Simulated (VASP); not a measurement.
Write the native input for VASP 6.6.1 that does the following.

```yaml
Task: single point
Functional: PBE
Dispersion: D3(BJ)
Potentials_or_basis: VASP PAW PBE potentials, release 64 (B, N)
Cutoff: 520 eV
k_mesh: 12 × 12 × 12
Occupations: gaussian, width 0.05 eV
Spin: no spin polarisation
Dipole_correction: no
Further_INCAR_settings: ALGO = Normal; EDIFF = 1e-06; NBANDS = 11
```

The structure of BN lies in POSCAR:

```
BN
1.0
    0.0000000000      3.4953158300      2.1011085028
    1.2516321000      0.0000000000      2.1011085028
    1.2516321000      3.4953158300      0.0000000000
B N
1 1
Direct
    0.0000486500      0.0000486500      0.9999513500
    0.6666513400      0.6666513400      0.3333486600
```

This cell differs from its parent crystal: strain +0.000 along x and y, -0.030 along z.

The input as run:

INCAR

```
PREC = Accurate
ENCUT = 520
EDIFF = 1E-6
ISMEAR = 0
SIGMA = 0.05
LREAL = F
LASPH = T
NELM = 100
ALGO = Normal
ISIF = 2
LWAVE = F
LCHARG = T
GGA = PE
IVDW = 12
LELF = T
LVHAR = T
NBANDS = 11
```

KPOINTS

```
regular mesh
0
Gamma
  12 12 12
```

Potentials or basis: VASP PAW PBE potentials, release 64 (B, N).

Run with:

```console
$ cat potpaw_PBE.64/B/POTCAR potpaw_PBE.64/N/POTCAR > POTCAR
$ mpirun -np 1 vasp_std > vasp.out
```

Results of the run:

- Pressure: 12.3 GPa
- Largest force: 0.544 eV/Å
- Band gap on the k mesh: 4.07 eV, indirect (least direct gap 4.66 eV)
- Dispersion energy per atom: -0.137 eV

Caveat: the cell differs from its parent crystal (strain +0.000 along x and y, -0.030 along z).

Run time: 51 s on 1 thread of AMD EPYC 7R13 Processor (Zen 3) (shared host), peak memory 0.15 GiB.
